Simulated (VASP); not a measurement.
# ZnS (P6_3mc) in VASP: a series of runs

Runs on ZnS. Level: r2SCAN. Tasks: single point.

All numbers are computed with VASP 6.6.1; they aren't measurements. Logs are shortened: lines on timing, memory, paths and dates and some standing lists are left out, and cuts for length are marked.

## 1. The cell of the first run

Symmetry: P6_3mc, No. 186, hexagonal system. Conventional cell: a = 3.959 Å, b = 3.959 Å, c = 5.746 Å, α = 90.00°, β = 90.00°, γ = 120.00°. Zn (site symmetry 3m) has 4 S at 2.15 to 2.40 Å within 2.8 Å. S (site symmetry 3m) has 4 Zn at 2.15 to 2.40 Å within 2.8 Å.

## 2. Single point, r2SCAN (strain +0.040 along x and y, -0.080 along z)

POSCAR

```
ZnS
1.0
    3.9589906172      0.0000000000      0.0000000000
   -1.9794953086      3.4285864478      0.0000000000
    0.0000000000      0.0000000000      5.7460763399
Zn S
2 2
Direct
    0.3333333333      0.6666666667      0.0053880710
    0.6666666667      0.3333333333      0.5053880710
    0.3333333333      0.6666666667      0.3796119290
    0.6666666667      0.3333333333      0.8796119290
```

INCAR.step1

```
SYSTEM = ZnS
PREC     = Accurate       ! precision mode
ENCUT    = 520            ! plane-wave cutoff, eV
ISMEAR   = 0              ! smearing method
SIGMA    = 0.05           ! smearing width, eV
LREAL    = .False.        ! projectors in reciprocal space
LASPH    = .True.         ! aspherical terms in the spheres
NELM     = 60             ! most SCF steps
NBANDS   = 26             ! bands
GGA      = PE             ! functional
ALGO     = Normal         ! electronic algorithm
EDIFF    = 1E-4           ! SCF threshold, eV
LWAVE    = .True.         ! write WAVECAR
LCHARG   = .False.        ! write CHGCAR
```

INCAR.step2

```
SYSTEM = ZnS
PREC     = Accurate       ! precision mode
ENCUT    = 520            ! plane-wave cutoff, eV
EDIFF    = 1E-7           ! SCF threshold, eV
ISMEAR   = 0              ! smearing method
SIGMA    = 0.05           ! smearing width, eV
LREAL    = .False.        ! projectors in reciprocal space
LASPH    = .True.         ! aspherical terms in the spheres
NELM     = 60             ! most SCF steps
ALGO     = Normal         ! electronic algorithm
ISIF     = 2              ! what is computed and relaxed
LWAVE    = .False.        ! write WAVECAR
LCHARG   = .True.         ! write CHGCAR
METAGGA  = R2SCAN         ! meta-GGA
LMIXTAU  = .True.       
LELF     = .True.         ! ELF
LVHAR    = .True.       
NBANDS   = 26             ! bands
ISTART   = 1
```

KPOINTS

```
Automatic mesh
0
Gamma
  6 6 4
  0 0 0
```

Potentials or basis: VASP PAW PBE potentials, release 64 (Zn, S).

Started as:

```sh
> cat potpaw_PBE.64/Zn/POTCAR potpaw_PBE.64/S/POTCAR > POTCAR
> cp INCAR.step1 INCAR
> mpirun -np 1 vasp_std > vasp.out
> cp INCAR.step2 INCAR
> mpirun -np 1 vasp_std > vasp.out
```

OUTCAR:

```text
SYSTEM = ZnS
   PREC = Accurate
   ENCUT = 520
   EDIFF = 1E-7
   ISMEAR = 0
   LREAL = .False.
   LASPH = .True.
   NELM = 60
   ISIF = 2
   METAGGA = R2SCAN
   ISTART = 1

 ion  position               nearest neighbor table
   1  0.333  0.667  0.005-   3 2.15   4 2.40   4 2.40   4 2.40
   2  0.667  0.333  0.505-   4 2.15   3 2.40   3 2.40   3 2.40
   3  0.333  0.667  0.380-   1 2.15   2 2.40   2 2.40   2 2.40
   4  0.667  0.333  0.880-   2 2.15   1 2.40   1 2.40   1 2.40

  LATTYP: Found a hexagonal cell.
 ALAT       =     3.9589906172
 C/A-ratio  =     1.4513993327

  Lattice vectors:

 A1 = (   3.9589906172,   0.0000000000,   0.0000000000)
 A2 = (  -1.9794953086,   3.4285864478,   0.0000000000)
 A3 = (   0.0000000000,   0.0000000000,   5.7460763399)

Analysis of symmetry for initial positions (statically):
=====================================================================
 Subroutine PRICEL returns:
 Original cell was already a primitive cell.

 Routine SETGRP: Setting up the symmetry group for a
 hexagonal supercell.

 Subroutine GETGRP returns: Found 12 space group operations
 (whereof  6 operations were pure point group operations)
 out of a pool of 24 trial point group operations.

The static configuration has the point symmetry C_3v.
 The point group associated with its full space group is C_6v.

Analysis of symmetry for dynamics (positions and initial velocities):
=====================================================================
 Subroutine PRICEL returns:
 Original cell was already a primitive cell.

 Routine SETGRP: Setting up the symmetry group for a
 hexagonal supercell.

 Subroutine GETGRP returns: Found 12 space group operations
 (whereof  6 operations were pure point group operations)
 out of a pool of 24 trial point group operations.

The dynamic configuration has the point symmetry C_3v.
 The point group associated with its full space group is C_6v.

 Subroutine INISYM returns: Found 12 space group operations
 (whereof  6 operations are pure point group operations),
 and found     1 'primitive' translations

----------------------------------------------------------------------------------------

                                     Primitive cell

  volume of cell :      77.9958

  direct lattice vectors                    reciprocal lattice vectors
     3.958990617  0.000000000  0.000000000     0.252589636  0.145832694  0.000000000
    -1.979495309  3.428586448  0.000000000     0.000000000  0.291665389  0.000000000
     0.000000000  0.000000000  5.746076340     0.000000000  0.000000000  0.174031799

  length of vectors
     3.958990617  3.958990617  5.746076340     0.291665389  0.291665389  0.174031799

  position of ions in fractional coordinates (direct lattice)
     0.333333333  0.666666667  0.005388071
     0.666666667  0.333333333  0.505388071
     0.333333333  0.666666667  0.379611929
     0.666666667  0.333333333  0.879611929

  ion indices of the primitive-cell ions
   primitive index   ion index
                 1           1
                 2           2
                 3           3
                 4           4

----------------------------------------------------------------------------------------

 KPOINTS: Automatic mesh

Automatic generation of k-mesh.
 Grid dimensions read from file:
 generate k-points for:    6    6    4

 Generating k-lattice:

  Cartesian coordinates                     Fractional coordinates (reciprocal lattice)
     0.042098273  0.024305449  0.000000000     0.166666667  0.000000000  0.000000000
     0.000000000  0.048610898  0.000000000     0.000000000  0.166666667  0.000000000
     0.000000000  0.000000000  0.043507950     0.000000000  0.000000000  0.250000000

  Length of vectors
     0.048610898  0.048610898  0.043507950

  Shift w.r.t. Gamma in fractional coordinates (k-lattice)
     0.000000000  0.000000000  0.000000000

 Subroutine IBZKPT returns following result:
 ===========================================

 Found     21 irreducible k-points:

 Following reciprocal coordinates:
            Coordinates               Weight
  0.000000  0.000000  0.000000      1.000000
  0.166667  0.000000  0.000000      6.000000
  0.333333 -0.000000  0.000000      6.000000
  0.500000  0.000000  0.000000      3.000000
  0.166667  0.166667  0.000000      6.000000
  0.333333  0.166667  0.000000     12.000000
[... 13 lines left out ...]
  0.333333  0.166667  0.500000     12.000000
  0.333333  0.333333  0.500000      2.000000
   k-points           NKPTS =     21   k-points in BZ     NKDIM =     21   number of bands    NBANDS=     26
   number of dos      NEDOS =    301   number of ions     NIONS =      4
   total plane-waves  NPLWV =  43200
   dimension x,y,z NGX =    30 NGY =   30 NGZ =   48
   dimension x,y,z NGXF=    60 NGYF=   60 NGZF=   96
   ions per type =               2   2
   NGX,Y,Z   is equivalent  to a cutoff of  12.60, 12.60, 13.89 a.u.
   NGXF,Y,Z  is equivalent  to a cutoff of  25.20, 25.20, 27.77 a.u.
 SYSTEM =  ZnS
   PREC   = accura    normal or accurate (medium, high low for compatibility)
   ISTART =      1    job   : 0-new  1-cont  2-samecut
   ICHARG =      0    charge: 1-file 2-atom 10-const
   ISPIN  =      1    spin polarized calculation?
   LNONCOLLINEAR =      F non collinear calculations
   LSORBIT =      F    spin-orbit coupling
   LASPH  =      T    aspherical Exc in radial PAW
   ENCUT  =  520.0 eV  38.22 Ry    6.18 a.u.   7.36  7.36 10.68*2*pi/ulx,y,z
   NELM   =     60;   NELMIN=  2; NELMDL=  0     # of ELM steps
   EDIFF  = 0.1E-06   stopping-criterion for ELM
   LREAL  =      F    real-space projection
   EDIFFG = 0.1E-05   stopping-criterion for IOM
   NSW    =      0    number of steps for IOM
   IBRION =     -1    ionic relax: 0-MD 1-quasi-New 2-CG
   NFREE  =      0    steps in history (QN), initial steepest desc. (CG)
   ISIF   =      2    stress and relaxation
   ISYM   =      2    0-nonsym 1-usesym 2-fastsym
   POTIM  = 0.5000    time-step for ionic-motion
   TEBEG  =    0.0;   TEEND  =   0.0 temperature during run
   PSTRESS=    0.0 pullay stress
   NELECT =      36.0000    total number of electrons
   NUPDOWN=      -1.0000    fix difference up-down
   EMIN   =  10.00;   EMAX   =-10.00  energy-range for DOS
   EFERMI =   0.00;   METHOD = LEGACY
   ISMEAR =     0;   SIGMA  =   0.05  broadening in eV -4-tet -1-fermi 0-gaus
   EFERMI_NEDOS =   21; number of points for ismear=-14 and -15
   IALGO  =     38    algorithm
   IMIX   =      4    mixing-type and parameters
     AMIX     =   0.40;   BMIX     =  1.00
     AMIX_MAG =   1.60;   BMIX_MAG =  1.00
  volume/ion in A,a.u.               =      19.50       131.59
  Fermi-wavevector in a.u.,A,eV,Ry     =   1.265179  2.390842 21.778548  1.600678
  Thomas-Fermi vector in A             =   2.398446
   LORBIT       =      0    0 simple, 1 ext, 2 COOP (PROOUT), +10 PAW based schemes
   METAGGA = R2SCAN    functional components
   LHFCALC =     F    Hartree Fock is set to
   AEXX    =    0.0000 exact exchange contribution
   IVDW    =     0    specifies the selected vdW correction
   LEPSILON=     F    determine dielectric tensor
   LRPA    =     F    only Hartree local field effects (RPA)
 non-spin polarized calculation
 Gauss-broadening in eV      SIGMA  =   0.05
  energy-cutoff  :      520.00
  volume of cell :       78.00
 maximum number of plane-waves:      2122
 NGX is ok and might be reduce to    30
   NGX = 15   NGY = 15   NGZ = 21

 number of electron      35.9999981 magnetization

 Free energy of the ion-electron system (eV)
  ---------------------------------------------------
  ext. energy  EPLUGINS =         0.00000000
  ---------------------------------------------------
  free energy    TOTEN  =       -37.30434047 eV

  energy without entropy =      -37.30434047  energy(sigma->0) =      -37.30434047

 E-fermi :   2.2784     XC(G=0): -10.3172

 val. band max:        2.0256137248   @ k =   0.0000   0.0000   0.0000
 cond. band min:       4.6978760779   @ k =   0.0000   0.0000   0.0000
 fundamental gap:      2.6722623531
 Fermi energy:         2.2784050004

 k-point     1 :       0.0000    0.0000    0.0000
  band No.  band energies     occupation
      1     -11.8739      2.00000
      2     -10.6116      2.00000
      3      -4.7126      2.00000
      4      -4.5763      2.00000
      5      -4.5763      2.00000
      6      -4.4322      2.00000
[... 18 lines left out ...]
     25      10.7322      0.00000
     26      11.9339      0.00000

 k-point     2 :       0.1667    0.0000    0.0000
  band No.  band energies     occupation
      1     -11.7081      2.00000
      2     -10.5668      2.00000
      3      -4.6911      2.00000
      4      -4.5691      2.00000
      5      -4.5540      2.00000
      6      -4.4275      2.00000
[... 18 lines left out ...]
     25      10.9059      0.00000
     26      11.1847      0.00000

 k-point     3 :       0.3333   -0.0000    0.0000
  band No.  band energies     occupation
      1     -11.3036      2.00000
      2     -10.5240      2.00000
      3      -4.6560      2.00000
      4      -4.5239      2.00000
      5      -4.5111      2.00000
      6      -4.3813      2.00000
[... 18 lines left out ...]
     25      11.9979      0.00000
     26      12.5559      0.00000

 k-point     4 :       0.5000    0.0000    0.0000
  band No.  band energies     occupation
      1     -11.0108      2.00000
      2     -10.5785      2.00000
      3      -4.6438      2.00000
      4      -4.5163      2.00000
      5      -4.4008      2.00000
      6      -4.3920      2.00000
[... 18 lines left out ...]
     25      12.3440      0.00000
     26      13.9564      0.00000

 k-point     5 :       0.1667    0.1667    0.0000
  band No.  band energies     occupation
      1     -11.4195      2.00000
      2     -10.5240      2.00000
      3      -4.6489      2.00000
      4      -4.5544      2.00000
      5      -4.5162      2.00000
      6      -4.4184      2.00000
[... 18 lines left out ...]
     25      11.6735      0.00000
     26      11.9922      0.00000

 k-point     6 :       0.3333    0.1667    0.0000
  band No.  band energies     occupation
      1     -11.0229      2.00000
      2     -10.5690      2.00000
      3      -4.6066      2.00000
      4      -4.5488      2.00000
      5      -4.4223      2.00000
      6      -4.3671      2.00000
[... 340 lines left out ...]
 k-point    18 :       0.5000    0.0000    0.5000
  band No.  band energies     occupation
      1     -10.7669      2.00000
      2     -10.7669      2.00000
      3      -4.7032      2.00000
      4      -4.7032      2.00000
      5      -4.3834      2.00000
      6      -4.3834      2.00000
[... 18 lines left out ...]
     25      11.8188      0.00000
     26      11.8188      0.00000

 k-point    19 :       0.1667    0.1667    0.5000
  band No.  band energies     occupation
      1     -10.9804      2.00000
      2     -10.9804      2.00000
      3      -4.7061      2.00000
      4      -4.7061      2.00000
      5      -4.4821      2.00000
      6      -4.4821      2.00000
[... 18 lines left out ...]
     25      10.6778      0.00000
     26      10.6778      0.00000

 k-point    20 :       0.3333    0.1667    0.5000
  band No.  band energies     occupation
      1     -10.7696      2.00000
      2     -10.7696      2.00000
      3      -4.6753      2.00000
      4      -4.6753      2.00000
      5      -4.4103      2.00000
      6      -4.4103      2.00000
[... 18 lines left out ...]
     25      11.2905      0.00000
     26      11.2905      0.00000

 k-point    21 :       0.3333    0.3333    0.5000
  band No.  band energies     occupation
      1     -10.6977      2.00000
      2     -10.6977      2.00000
      3      -4.6415      2.00000
      4      -4.6415      2.00000
      5      -4.4107      2.00000
      6      -4.4107      2.00000
[... 18 lines left out ...]
     25      12.0574      0.00000
     26      12.0587      0.00000

------------------------ aborting loop because EDIFF is reached ----------------------------------------

  FORCE on cell =-STRESS in cart. coord.  units (eV):
  Direction    XX          YY          ZZ          XY          YZ          ZX
  --------------------------------------------------------------------------------------
  -------------------------------------------------------------------------------------
  Total       -2.2151105     -2.2151105      8.5046540      0.0000000      0.0000000      0.0000000
  in kB      -45.5024733    -45.5024733    174.7013518      0.0000000      0.0000000      0.0000000
  external PRESSURE =      27.8988017 kB  Pullay stress =       0.0000000 kB

 VOLUME and BASIS-vectors are now :
 -----------------------------------------------------------------------------
  energy-cutoff  :      520.00
  volume of cell :       78.00
      direct lattice vectors                 reciprocal lattice vectors
     3.958990617  0.000000000  0.000000000     0.252589636  0.145832694  0.000000000
    -1.979495309  3.428586448  0.000000000     0.000000000  0.291665389  0.000000000
     0.000000000  0.000000000  5.746076340     0.000000000  0.000000000  0.174031799

 POSITION                                       TOTAL-FORCE (eV/Angst)
 -----------------------------------------------------------------------------------
     -0.00000      2.28572      0.03096        -0.000000      0.000000     -1.362490
      1.97950      1.14286      2.90400        -0.000000     -0.000000     -1.362490
     -0.00000      2.28572      2.18128         0.000000     -0.000000      1.362490
      1.97950      1.14286      5.05432         0.000000      0.000000      1.362490
 -----------------------------------------------------------------------------------
    total drift:                               -0.000000     -0.000000      0.020337

  FREE ENERGIE OF THE ION-ELECTRON SYSTEM (eV)
  ---------------------------------------------------
  free  energy   TOTEN  =       -37.3043404652 eV

  energy  without entropy=      -37.3043404652  energy(sigma->0) =      -37.30434047
```

Wall time 86 s (1 thread of Intel Xeon 6975P-C (Granite Rapids), shared host); peak memory 0.22 GiB.

Results:

```yaml
Free_energy: -37.3043 eV
Pressure: 2.8 GPa
Largest_force: 1.362 eV/Å
Band_gap_on_the_k_mesh: 2.67 eV
```

Forces in eV/Å, atoms in the order of the input:
```
Zn   0.000  0.000 -1.362
Zn   0.000  0.000 -1.362
S    0.000  0.000  1.362
S    0.000  0.000  1.362
```

Caveat: the cell differs from its parent crystal (strain +0.040 along x and y, -0.080 along z); the PAW data sets were made with another functional, which shifts forces and pressure a little. A k mesh can miss the band edges.

## 3. Single point, r2SCAN (strain +0.000 along x and y, +0.040 along z)

POSCAR

```
ZnS
1.0
    3.8067217473      0.0000000000      0.0000000000
   -1.9033608736      3.2967177383      0.0000000000
    0.0000000000      0.0000000000      6.4955645582
Zn S
2 2
Direct
    0.3333333333      0.6666666667      0.0053880710
    0.6666666667      0.3333333333      0.5053880710
    0.3333333333      0.6666666667      0.3796119290
    0.6666666667      0.3333333333      0.8796119290
```

INCAR.step1

```
SYSTEM = ZnS
PREC = Accurate
ENCUT = 520
ISMEAR = 0
SIGMA = 0.05
LREAL = .False.
LASPH = .True.
NELM = 100
NBANDS = 26
GGA = PE
ALGO = Normal
EDIFF = 1E-4
LWAVE = .True.
LCHARG = .False.
```

INCAR.step2

```
SYSTEM = ZnS
PREC = Accurate
ENCUT = 520
EDIFF = 1E-7
ISMEAR = 0
SIGMA = 0.05
LREAL = .False.
LASPH = .True.
NELM = 100
ALGO = Normal
ISIF = 2
LWAVE = .False.
LCHARG = .False.
METAGGA = R2SCAN
LMIXTAU = .True.
NBANDS = 26
ISTART = 1
```

KPOINTS is that of step 2.

Potentials or basis: VASP PAW PBE potentials, release 64 (Zn, S).

Started as:

```sh
> cat potpaw_PBE.64/Zn/POTCAR potpaw_PBE.64/S/POTCAR > POTCAR
> cp INCAR.step1 INCAR
> mpirun -np 1 vasp_std > vasp.out
> cp INCAR.step2 INCAR
> mpirun -np 1 vasp_std > vasp.out
```

It took 73 s on 1 thread of Intel Xeon 6975P-C (Granite Rapids), shared host; peak memory 0.21 GiB.

The run converged. Its results:

```yaml
Free_energy: -37.6586 eV
Pressure: -2.6 GPa
Largest_force: 0.147 eV/Å
Band_gap_on_the_k_mesh: 2.49 eV
```

Forces on the atoms (eV/Å):
```
Zn   0.000  0.000  0.147
Zn   0.000  0.000  0.147
S    0.000  0.000 -0.147
S    0.000  0.000 -0.147
```

Stress tensor (GPa, compression positive):
```
-1.02  0.00  0.00
 0.00 -1.02  0.00
 0.00  0.00 -5.91
```

Levels at points of the mesh, in eV from the valence-band top:
```tsv
k point	band 14	band 15	band 16	band 17	band 18	band 19	band 20	band 21	band 22	band 23
(0.00, 0.00, 0.00)	-0.76	-0.76	-0.23	0.00	0.00	2.49	3.78	6.71	6.96	6.96
(0.50, 0.00, 0.00)	-4.17	-3.18	-2.09	-1.65	-0.93	4.19	4.51	5.30	7.39	7.47
(0.00, 0.00, 0.50)	-2.95	-0.39	-0.39	-0.39	-0.39	4.09	4.09	6.99	6.99	7.39
(0.50, 0.00, 0.50)	-4.83	-1.73	-1.73	-1.55	-1.55	3.82	3.82	5.57	5.57	9.30
```

Caveat: the cell differs from its parent crystal (strain +0.000 along x and y, +0.040 along z); the PAW data sets were made with another functional, which shifts forces and pressure a little.

## 4. Single point, r2SCAN (strain +0.040 along x and y, -0.040 along z)

POSCAR

```
ZnS
1.0
    3.9589906172      0.0000000000      0.0000000000
   -1.9794953086      3.4285864478      0.0000000000
    0.0000000000      0.0000000000      5.9959057460
Zn S
2 2
Direct
    0.3333333333      0.6666666667      0.0053880710
    0.6666666667      0.3333333333      0.5053880710
    0.3333333333      0.6666666667      0.3796119290
    0.6666666667      0.3333333333      0.8796119290
```

INCAR.step1

```
SYSTEM = ZnS
  PREC = Accurate
  ENCUT = 520
  ISMEAR = 0
  SIGMA = 0.05
  LREAL = .FALSE.
  LASPH = .TRUE.
  NELM = 80
  NBANDS = 26
  GGA = PE
  ALGO = Normal
  EDIFF = 1E-4
  LWAVE = .TRUE.
  LCHARG = .FALSE.
```

INCAR.step2

```
SYSTEM = ZnS
  PREC = Accurate
  ENCUT = 520
  EDIFF = 1E-7
  ISMEAR = 0
  SIGMA = 0.05
  LREAL = .FALSE.
  LASPH = .TRUE.
  NELM = 80
  ALGO = Normal
  ISIF = 2
  LWAVE = .FALSE.
  LCHARG = .FALSE.
  METAGGA = R2SCAN
  LMIXTAU = .TRUE.
  NBANDS = 26
  ISTART = 1
```

KPOINTS

```
regular mesh
0
G
  6 6 4
  0 0 0
```

Started as:

```sh
> cat potpaw_PBE.64/Zn/POTCAR potpaw_PBE.64/S/POTCAR > POTCAR
> cp INCAR.step1 INCAR
> mpirun -np 1 vasp_std > vasp.out
> cp INCAR.step2 INCAR
> mpirun -np 1 vasp_std > vasp.out
```

Run time: 98 s. Hardware: 1 thread of Intel Xeon 6975P-C (Granite Rapids), shared host; peak memory 0.22 GiB.

It converged, with:

```
Free energy            : -37.5440 eV
Pressure               : -1.8 GPa
Largest force          : 0.605 eV/Å
Band gap on the k mesh : 2.59 eV
```

Forces on the atoms (eV/Å):
```
Zn   0.000  0.000 -0.605
Zn   0.000  0.000 -0.605
S    0.000  0.000  0.605
S    0.000  0.000  0.605
```

Stress tensor (GPa, compression positive):
```
-5.65  0.00  0.00
 0.00 -5.65  0.00
 0.00  0.00  5.92
```

Levels at points of the mesh, in eV from the valence-band top:
```tsv
k point	band 14	band 15	band 16	band 17	band 18	band 19	band 20	band 21	band 22	band 23
(0.00, 0.00, 0.00)	-1.21	-1.21	-0.10	-0.10	0.00	2.59	2.95	6.45	6.45	8.04
(0.50, 0.00, 0.00)	-3.83	-3.27	-2.45	-1.68	-0.79	3.70	4.74	5.78	7.13	8.36
(0.00, 0.00, 0.50)	-2.65	-0.68	-0.68	-0.68	-0.68	3.69	3.69	6.92	6.92	6.92
(0.50, 0.00, 0.50)	-4.77	-1.69	-1.69	-1.39	-1.39	4.01	4.01	5.89	5.89	9.24
```

Caveat: the cell differs from its parent crystal (strain +0.040 along x and y, -0.040 along z); the PAW data sets were made with another functional, which shifts forces and pressure a little.

(Part 1 of 2 ends here.)
